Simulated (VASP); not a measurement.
Here is a VASP 6.6.1 calculation.

Contents of INCAR:

```
SYSTEM = SnSe
PREC = Accurate
ENCUT = 520
EDIFF = 1E-7
ISMEAR = 0
SIGMA = 0.03
LREAL = .False.
LASPH = .True.
NELM = 80
ALGO = Normal
ISIF = 2
LWAVE = .False.
LCHARG = .False.
GGA = PE
IVDW = 12
NBANDS = 28
```

The input KPOINTS:

```
Automatic mesh
0
Gamma
  8 8 6
  0 0 0
```

Contents of POSCAR:

```
SnSe
1.0
    4.1343133752      0.0000000000      0.0000000000
    0.0000000000      4.1343133752      0.0000000000
    0.0000000000      0.0000000000      6.2271028057
Sn Se
2 2
Direct
    0.5000000000      0.0000000000      0.1901332628
    0.0000000000      0.5000000000      0.8098667372
    0.5000000000      0.0000000000      0.7499352227
    0.0000000000      0.5000000000      0.2500647773
```

Potentials or basis: VASP PAW PBE potentials, release 64 (Sn_d, Se).

Run with:

```console
$ cat potpaw_PBE.64/Sn_d/POTCAR potpaw_PBE.64/Se/POTCAR > POTCAR
$ mpirun -np 1 vasp_std > vasp.out
```

Task: What does it give for the dispersion energy per atom?

Result: -0.361 eV.

Task: Estimate the band gap on the k mesh.

Result: 0.30 eV.

Stress tensor (GPa, compression positive):
```
4.13 0.00 0.00
0.00 4.13 0.00
0.00 0.00 0.70
```

Caveat: semilocal functionals underestimate gaps, and a narrow one can read as zero; spin-orbit coupling is left out, which moves the levels of the heavy elements. A k mesh can miss the band edges.
